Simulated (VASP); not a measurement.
# ScAl3 (P-6m2) in VASP: a series of runs

Runs on ScAl3. Level: PBE. Tasks: single point, relaxation of cell and atoms.

Everything below comes from runs of VASP 6.6.1. Logs are shortened: lines on timing, memory, paths and dates and some standing lists are left out, and cuts for length are marked.

## Step 1: The cell of the first run

The structure is hexagonal, space group P-6m2 (No. 187). Conventional cell: a = 2.840 Å, b = 2.840 Å, c = 9.349 Å, α = 90.00°, β = 90.00°, γ = 120.00°. Sc (site symmetry -6m2) has 6 Sc at 2.84 Å and 6 Al at 2.86 Å within 3.7 Å. Within 3.7 Å of Al (site symmetry 3m) lie 9 Al at 2.84 to 2.86 Å and 3 Sc at 2.86 Å. Al (site symmetry -6m2) has 12 Al at 2.84 to 2.86 Å within 3.7 Å.

## Step 2: Single point, PBE

INCAR reads:

```
  PREC = Accurate
  ENCUT = 520
  EDIFF = 1E-6
  ISMEAR = 0
  SIGMA = 0.1
  LREAL = False
  LASPH = True
  NELM = 60
  ALGO = Normal
  ISIF = 2
  LWAVE = False
  LCHARG = False
  GGA = PE
  NBANDS = 18
```

KPOINTS reads:

```
regular mesh
0
Gamma
  6 6 2
```

POSCAR reads:

```
ScAl3
1.0
    2.8402088500      0.0000000000      0.0000000000
   -1.4201044300      2.4596930200      0.0000000000
    0.0000000000      0.0000000000      9.3493594700
Sc Al
1 3
Direct
    0.6666666700      0.3333333300      0.5000000000
    0.3333333300      0.6666666700      0.7500000000
    0.3333333300      0.6666666700      0.2500000000
    0.6666666700      0.3333333300      0.0000000000
```

Potentials or basis: VASP PAW PBE potentials, release 64 (Sc_sv, Al).

Command:

```bash
cat potpaw_PBE.64/Sc_sv/POTCAR potpaw_PBE.64/Al/POTCAR > POTCAR
mpirun -np 1 vasp_std > vasp.out
```

OUTCAR:

```text
PREC = Accurate
   ENCUT = 520
   EDIFF = 1E-6
   ISMEAR = 0
   LREAL = False
   LASPH = True
   NELM = 60
   ISIF = 2
   GGA = PE

 ion  position               nearest neighbor table
   1  0.667  0.333  0.500-   2 2.86   3 2.86   2 2.86   3 2.86   2 2.86   3 2.86
   2  0.333  0.667  0.750-   1 2.86   4 2.86   1 2.86   4 2.86   1 2.86   4 2.86
   3  0.333  0.667  0.250-   1 2.86   4 2.86   1 2.86   4 2.86   1 2.86   4 2.86
   4  0.667  0.333  0.000-   2 2.86   3 2.86   2 2.86   3 2.86   2 2.86   3 2.86

  LATTYP: Found a hexagonal cell.
 ALAT       =     2.8402088500
 C/A-ratio  =     3.2917859086

  Lattice vectors:

 A1 = (   2.8402088500,   0.0000000000,   0.0000000000)
 A2 = (  -1.4201044300,   2.4596930200,   0.0000000000)
 A3 = (   0.0000000000,   0.0000000000,   9.3493594700)

Analysis of symmetry for initial positions (statically):
=====================================================================
 Subroutine PRICEL returns:
 Original cell was already a primitive cell.

 Routine SETGRP: Setting up the symmetry group for a
 hexagonal supercell.

 Subroutine GETGRP returns: Found 12 space group operations
 (whereof 12 operations were pure point group operations)
 out of a pool of 24 trial point group operations.

The static configuration has the point symmetry D_3h.

Analysis of symmetry for dynamics (positions and initial velocities):
=====================================================================
 Subroutine PRICEL returns:
 Original cell was already a primitive cell.

 Routine SETGRP: Setting up the symmetry group for a
 hexagonal supercell.

 Subroutine GETGRP returns: Found 12 space group operations
 (whereof 12 operations were pure point group operations)
 out of a pool of 24 trial point group operations.

The dynamic configuration has the point symmetry D_3h.

 Subroutine INISYM returns: Found 12 space group operations
 (whereof 12 operations are pure point group operations),
 and found     1 'primitive' translations

----------------------------------------------------------------------------------------

                                     Primitive cell

  volume of cell :      65.3150

  direct lattice vectors                    reciprocal lattice vectors
     2.840208850  0.000000000  0.000000000     0.352086784  0.203277400  0.000000000
    -1.420104430  2.459693020  0.000000000     0.000000000  0.406554798  0.000000000
     0.000000000  0.000000000  9.349359470     0.000000000  0.000000000  0.106959199

  length of vectors
     2.840208850  2.840208856  9.349359470     0.406554799  0.406554798  0.106959199

  position of ions in fractional coordinates (direct lattice)
     0.666666670  0.333333330  0.500000000
     0.333333330  0.666666670  0.750000000
     0.333333330  0.666666670  0.250000000
     0.666666670  0.333333330  0.000000000

  ion indices of the primitive-cell ions
   primitive index   ion index
                 1           1
                 2           2
                 3           3
                 4           4

----------------------------------------------------------------------------------------

 KPOINTS: regular mesh

Automatic generation of k-mesh.
 Grid dimensions read from file:
 generate k-points for:    6    6    2

 Generating k-lattice:

  Cartesian coordinates                     Fractional coordinates (reciprocal lattice)
     0.058681131  0.033879567  0.000000000     0.166666667  0.000000000  0.000000000
     0.000000000  0.067759133  0.000000000     0.000000000  0.166666667  0.000000000
     0.000000000  0.000000000  0.053479599     0.000000000  0.000000000  0.500000000

  Length of vectors
     0.067759133  0.067759133  0.053479599

  Shift w.r.t. Gamma in fractional coordinates (k-lattice)
     0.000000000  0.000000000  0.000000000

 Subroutine IBZKPT returns following result:
 ===========================================

 Found     14 irreducible k-points:

 Following reciprocal coordinates:
            Coordinates               Weight
  0.000000  0.000000  0.000000      1.000000
  0.166667  0.000000  0.000000      6.000000
  0.333333  0.000000  0.000000      6.000000
  0.500000  0.000000  0.000000      3.000000
  0.166667  0.166667  0.000000      6.000000
  0.333333  0.166667  0.000000     12.000000
  0.333333  0.333333  0.000000      2.000000
  0.000000  0.000000  0.500000      1.000000
  0.166667  0.000000  0.500000      6.000000
  0.333333  0.000000  0.500000      6.000000
  0.500000  0.000000  0.500000      3.000000
  0.166667  0.166667  0.500000      6.000000
  0.333333  0.166667  0.500000     12.000000
  0.333333  0.333333  0.500000      2.000000
   k-points           NKPTS =     14   k-points in BZ     NKDIM =     14   number of bands    NBANDS=     18
   number of dos      NEDOS =    301   number of ions     NIONS =      4
   total plane-waves  NPLWV =  40320
   dimension x,y,z NGX =    24 NGY =   24 NGZ =   70
   dimension x,y,z NGXF=    48 NGYF=   48 NGZF=  140
   ions per type =               1   3
   NGX,Y,Z   is equivalent  to a cutoff of  14.05, 14.05, 12.45 a.u.
   NGXF,Y,Z  is equivalent  to a cutoff of  28.10, 28.10, 24.89 a.u.
 SYSTEM =  unknown system
   PREC   = accura    normal or accurate (medium, high low for compatibility)
   ISTART =      0    job   : 0-new  1-cont  2-samecut
   ICHARG =      2    charge: 1-file 2-atom 10-const
   ISPIN  =      1    spin polarized calculation?
   LNONCOLLINEAR =      F non collinear calculations
   LSORBIT =      F    spin-orbit coupling
   LASPH  =      T    aspherical Exc in radial PAW
   ENCUT  =  520.0 eV  38.22 Ry    6.18 a.u.   5.28  5.28 17.38*2*pi/ulx,y,z
   NELM   =     60;   NELMIN=  2; NELMDL= -5     # of ELM steps
   EDIFF  = 0.1E-05   stopping-criterion for ELM
   LREAL  =      F    real-space projection
   EDIFFG = 0.1E-04   stopping-criterion for IOM
   NSW    =      0    number of steps for IOM
   IBRION =     -1    ionic relax: 0-MD 1-quasi-New 2-CG
   NFREE  =      0    steps in history (QN), initial steepest desc. (CG)
   ISIF   =      2    stress and relaxation
   ISYM   =      2    0-nonsym 1-usesym 2-fastsym
   POTIM  = 0.5000    time-step for ionic-motion
   TEBEG  =    0.0;   TEEND  =   0.0 temperature during run
   PSTRESS=    0.0 pullay stress
   NELECT =      20.0000    total number of electrons
   NUPDOWN=      -1.0000    fix difference up-down
   EMIN   =  10.00;   EMAX   =-10.00  energy-range for DOS
   EFERMI =   0.00;   METHOD = LEGACY
   ISMEAR =     0;   SIGMA  =   0.10  broadening in eV -4-tet -1-fermi 0-gaus
   EFERMI_NEDOS =   21; number of points for ismear=-14 and -15
   IALGO  =     38    algorithm
   IMIX   =      4    mixing-type and parameters
     AMIX     =   0.40;   BMIX     =  1.00
     AMIX_MAG =   1.60;   BMIX_MAG =  1.00
  volume/ion in A,a.u.               =      16.33       110.19
  Fermi-wavevector in a.u.,A,eV,Ry     =   1.103436  2.085192 16.566059  1.217571
  Thomas-Fermi vector in A             =   2.239894
   LORBIT       =      0    0 simple, 1 ext, 2 COOP (PROOUT), +10 PAW based schemes
   GGA     = PE    functional components
   LHFCALC =     F    Hartree Fock is set to
   AEXX    =    0.0000 exact exchange contribution
   IVDW    =     0    specifies the selected vdW correction
   LEPSILON=     F    determine dielectric tensor
   LRPA    =     F    only Hartree local field effects (RPA)
 non-spin polarized calculation
 Gauss-broadening in eV      SIGMA  =   0.10
  energy-cutoff  :      520.00
  volume of cell :       65.32
 maximum number of plane-waves:      1776
 NGX is ok and might be reduce to    24
   NGX = 11   NGY = 11   NGZ = 35

 number of electron      20.0000003 magnetization

 Free energy of the ion-electron system (eV)
  ---------------------------------------------------
  ext. energy  EPLUGINS =         0.00000000
  ---------------------------------------------------
  free energy    TOTEN  =       -17.45844894 eV

  energy without entropy =      -17.44867543  energy(sigma->0) =      -17.45356218

 E-fermi :   7.8620     XC(G=0): -10.5937

 val. band max:        7.5803541120   @ k =   0.3333   0.1667   0.0000
 cond. band min:       7.9302389520   @ k =   0.3333   0.1667   0.5000
 fundamental gap:      0.3498848400
 Fermi energy:         7.8619691661

 k-point     1 :       0.0000    0.0000    0.0000
  band No.  band energies     occupation
      1     -41.0062      2.00000
      2     -19.8048      2.00000
      3     -19.0796      2.00000
      4     -19.0796      2.00000
      5      -3.0957      2.00000
      6      -1.3976      2.00000
[... 10 lines left out ...]
     17      18.8677      0.00000
     18      18.8890      0.00000

 k-point     2 :       0.1667    0.0000    0.0000
  band No.  band energies     occupation
      1     -40.9548      2.00000
      2     -19.7527      2.00000
      3     -19.3701      2.00000
      4     -19.1424      2.00000
      5      -2.4155      2.00000
      6      -0.7611      2.00000
[... 10 lines left out ...]
     17      15.2977      0.00000
     18      16.0852      0.00000

 k-point     3 :       0.3333    0.0000    0.0000
  band No.  band energies     occupation
      1     -40.8502      2.00000
      2     -19.9226      2.00000
      3     -19.6471      2.00000
      4     -19.2655      2.00000
      5      -0.4051      2.00000
      6       1.1127      2.00000
[... 10 lines left out ...]
     17      12.6847      0.00000
     18      14.4409      0.00000

 k-point     4 :       0.5000    0.0000    0.0000
  band No.  band energies     occupation
      1     -40.7971      2.00000
      2     -20.1866      2.00000
      3     -19.5936      2.00000
      4     -19.3259      2.00000
      5       2.7528      2.00000
      6       2.9265      2.00000
[... 10 lines left out ...]
     17      13.2752      0.00000
     18      13.5663      0.00000

 k-point     5 :       0.1667    0.1667    0.0000
  band No.  band energies     occupation
      1     -40.8766      2.00000
      2     -19.7335      2.00000
      3     -19.6738      2.00000
      4     -19.2935      2.00000
      5      -1.0701      2.00000
      6       0.4957      2.00000
[... 10 lines left out ...]
     17      12.4566      0.00000
     18      13.4153      0.00000

 k-point     6 :       0.3333    0.1667    0.0000
  band No.  band energies     occupation
      1     -40.7973      2.00000
      2     -20.0476      2.00000
      3     -19.5939      2.00000
      4     -19.4804      2.00000
      5       1.5649      2.00000
      6       2.9249      2.00000
[... 10 lines left out ...]
     17      12.1433      0.00000
     18      12.1472      0.00000

 k-point     7 :       0.3333    0.3333    0.0000
  band No.  band energies     occupation
      1     -40.7707      2.00000
      2     -19.8566      2.00000
      3     -19.8490      2.00000
      4     -19.5674      2.00000
      5       4.6205      2.00000
      6       4.6864      2.00000
[... 10 lines left out ...]
     17      11.2719      0.00000
     18      11.9482      0.00000

 k-point     8 :       0.0000    0.0000    0.5000
  band No.  band energies     occupation
      1     -41.0062      2.00000
      2     -19.8048      2.00000
      3     -19.0796      2.00000
      4     -19.0796      2.00000
      5      -3.0019      2.00000
      6      -1.7812      2.00000
[... 10 lines left out ...]
     17      18.9185      0.00000
     18      18.9191      0.00000

 k-point     9 :       0.1667    0.0000    0.5000
  band No.  band energies     occupation
      1     -40.9548      2.00000
      2     -19.7527      2.00000
      3     -19.3701      2.00000
      4     -19.1424      2.00000
      5      -2.3338      2.00000
      6      -1.0928      2.00000
[... 10 lines left out ...]
     17      14.8205      0.00000
     18      16.2673      0.00000

 k-point    10 :       0.3333    0.0000    0.5000
  band No.  band energies     occupation
      1     -40.8502      2.00000
      2     -19.9226      2.00000
      3     -19.6471      2.00000
      4     -19.2655      2.00000
      5      -0.3518      2.00000
      6       0.9065      2.00000
[... 10 lines left out ...]
     17      13.3966      0.00000
     18      13.7129      0.00000

 k-point    11 :       0.5000    0.0000    0.5000
  band No.  band energies     occupation
      1     -40.7971      2.00000
      2     -20.1866      2.00000
      3     -19.5936      2.00000
      4     -19.3259      2.00000
      5       2.7498      2.00000
      6       2.9849      2.00000
[... 10 lines left out ...]
     17      13.6559      0.00000
     18      14.0069      0.00000

 k-point    12 :       0.1667    0.1667    0.5000
  band No.  band energies     occupation
      1     -40.8766      2.00000
      2     -19.7335      2.00000
      3     -19.6738      2.00000
      4     -19.2935      2.00000
      5      -1.0084      2.00000
      6       0.2521      2.00000
[... 10 lines left out ...]
     17      12.2944      0.00000
     18      12.6723      0.00000

 k-point    13 :       0.3333    0.1667    0.5000
  band No.  band energies     occupation
      1     -40.7973      2.00000
      2     -20.0476      2.00000
      3     -19.5939      2.00000
      4     -19.4804      2.00000
      5       1.5951      2.00000
      6       2.8269      2.00000
[... 10 lines left out ...]
     17      11.3315      0.00000
     18      12.8781      0.00000

 k-point    14 :       0.3333    0.3333    0.5000
  band No.  band energies     occupation
      1     -40.7707      2.00000
      2     -19.8566      2.00000
      3     -19.8490      2.00000
      4     -19.5673      2.00000
      5       4.5657      2.00000
      6       4.7878      2.00000
[... 10 lines left out ...]
     17      11.0791      0.00000
     18      12.4896      0.00000

------------------------ aborting loop because EDIFF is reached ----------------------------------------

  FORCE on cell =-STRESS in cart. coord.  units (eV):
  Direction    XX          YY          ZZ          XY          YZ          ZX
  --------------------------------------------------------------------------------------
  -------------------------------------------------------------------------------------
  Total        5.5601048      5.5601049      2.4503101     -0.0000000      0.0000000      0.0000000
  in kB      136.3893690    136.3893694     60.1061055     -0.0000003      0.0000000      0.0000000
  external PRESSURE =     110.9616146 kB  Pullay stress =       0.0000000 kB

 VOLUME and BASIS-vectors are now :
 -----------------------------------------------------------------------------
  energy-cutoff  :      520.00
  volume of cell :       65.32
      direct lattice vectors                 reciprocal lattice vectors
     2.840208850  0.000000000  0.000000000     0.352086784  0.203277400  0.000000000
    -1.420104430  2.459693020  0.000000000     0.000000000  0.406554798  0.000000000
     0.000000000  0.000000000  9.349359470     0.000000000  0.000000000  0.106959199

 POSITION                                       TOTAL-FORCE (eV/Angst)
 -----------------------------------------------------------------------------------
      1.42010      0.81990      4.67468         0.000000      0.000000      0.000000
     -0.00000      1.63980      7.01202         0.000000      0.000000      0.778318
     -0.00000      1.63980      2.33734         0.000000     -0.000000     -0.778318
      1.42010      0.81990      0.00000        -0.000000      0.000000      0.000000
 -----------------------------------------------------------------------------------
    total drift:                               -0.000015      0.000009      0.000000

  FREE ENERGIE OF THE ION-ELECTRON SYSTEM (eV)
  ---------------------------------------------------
  free  energy   TOTEN  =       -17.4584489360 eV

  energy  without entropy=      -17.4486754254  energy(sigma->0) =      -17.45356218
```

It took 43 s on 1 thread of AMD EPYC 7R13, shared host; peak memory 0.15 GiB.

What came out:

| Property | Result |
| --- | --- |
| Free energy | -17.4584 eV |
| Pressure | 11.1 GPa |
| Largest force | 0.778 eV/Å |
| Band gap on the k mesh | zero (band 10 reaches 8.92 eV, above the bottom of band 11 at 6.51 eV) |

Forces in eV/Å, atoms in the order of the input:
```
Sc   0.000  0.000  0.000
Al   0.000  0.000  0.778
Al   0.000  0.000 -0.778
Al   0.000  0.000  0.000
```

Caveat: the k points lie up to 0.43 Å⁻¹ apart.

(Part 1 of 2 ends here.)
